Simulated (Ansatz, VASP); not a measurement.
## Two plane-wave programs on NaTi2B6

```
Na Ti B
1.0
     2.65765    1.53439    3.36069
    -2.65765    1.53439    3.36069
     0.00000   -3.06879    3.36069
Na Ti B
1 2 6
Direct
  0.50000 0.50000 0.50000
  0.83606 0.83606 0.83606
  0.16394 0.16394 0.16394
  0.32854 0.67146 0.00000
  0.00000 0.32854 0.67146
  0.67146 0.00000 0.32854
  0.67146 0.32854 0.00000
  0.00000 0.67146 0.32854
  0.32854 0.00000 0.67146
```

Alike in both runs: functional PBE; k mesh 12 × 12 × 12; occupations gaussian, width 0.1 eV; no spin polarisation.

Ansatz relaxed the structure, and its values are those at the end. VASP's run is a single point on that final structure, the one shown.

|  | VASP | Ansatz |
| --- | --- | --- |
| version | VASP 6.6.1 | Ansatz 0.2.0 |
| potentials or method | VASP PAW PBE potentials, release 64 (Na_pv, Ti_sv, B), cutoff 520 eV | scalar-relativistic, plane waves, PAW |
| valence electrons in the cell | 49 | 51 |

Ansatz gave:

```
gap on the k mesh at the Fermi level (eV) : none
pressure (GPa)                            : 0.0
rms of the force components (eV/Å)        : 0.002
```

Q: Which values does VASP return?

A: gap on the k mesh at the Fermi level (eV): none; pressure (GPa): 0.2; rms of the force components (eV/Å): 0.003.

A gap of «none» marks a metal or a gap that the smearing closes. VASP's potentials hold 49 valence electrons a cell and Ansatz's 51, so a difference there can come from the potentials and not from the codes.
